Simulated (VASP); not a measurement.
Set up this calculation in VASP 6.6.1, as the native input.

```
Task                   : single point
Functional             : PBE
Potentials or basis    : VASP PAW PBE potentials, release 64 (W_sv, N)
Cutoff                 : 520 eV
k mesh                 : 4 × 4 × 2
Occupations            : gaussian, width 0.1 eV
Spin                   : no spin polarisation
Dipole correction      : no
Further INCAR settings : ALGO = Normal; EDIFF = 1e-06; NBANDS = 72
```

The structure of W4N lies in POSCAR:

```
W4N
1.0
    5.0788037698     -0.6051695636     -0.1000447342
   -1.3056478645      4.0116669144     -0.5523394372
   -0.2882828562     -1.3054982595      7.3061446839
W N
8 2
Direct
    0.2551962765      0.4169690246      0.7775169727
    0.3173044597      0.2513100877      0.3843924738
    0.9272676171      0.6157153401      0.5037348825
    0.4826962082      0.1486918107      1.0156119002
    0.8727315951      0.7842986883      0.8962593923
    1.1062648033      0.5304263722      0.1546756536
    0.5448015707      0.9830150891      0.6224817863
    0.6937388142      0.8695724401      0.2453261375
    0.8554797747      0.2677313042      0.8796821572
    0.9445188805      0.1322698433      0.5203186439
```

One way to write it, as run:

INCAR

```
SYSTEM = W4N
PREC     = Accurate       ! precision mode
ENCUT    = 520            ! plane-wave cutoff, eV
EDIFF    = 1E-6           ! SCF threshold, eV
ISMEAR   = 0              ! smearing method
SIGMA    = 0.1            ! smearing width, eV
LREAL    = .FALSE.        ! projectors in reciprocal space
LASPH    = .TRUE.         ! aspherical terms in the spheres
NELM     = 100            ! most SCF steps
ALGO     = Normal         ! electronic algorithm
ISIF     = 2              ! what is computed and relaxed
LWAVE    = .FALSE.        ! write WAVECAR
LCHARG   = .TRUE.         ! write CHGCAR
GGA      = PE             ! functional
LELF     = .TRUE.         ! ELF
LVHAR    = .TRUE.       
NBANDS   = 72             ! bands
```

KPOINTS

```
Automatic mesh
0
G
  4 4 2
  0 0 0
```

Potentials or basis: VASP PAW PBE potentials, release 64 (W_sv, N).

Run with:

```console
$ cat potpaw_PBE.64/W_sv/POTCAR potpaw_PBE.64/N/POTCAR > POTCAR
$ mpirun -np 1 vasp_std > vasp.out
```

Results of the run:

```json
{
  "Pressure": "1.0 GPa",
  "Largest force": "0.081 eV/Å",
  "Band gap on the k mesh": "zero (bands 61 and 62 overlap by 0.86 eV)"
}
```

Caveat: the k points lie up to 0.45 Å⁻¹ apart, too coarse for converged energies and pressures of a metal; spin-orbit coupling is left out, which moves the levels of the heavy elements.

Run time: 5.4 min on 1 thread of AMD EPYC 7R13, on a shared host, peak memory 0.32 GiB.
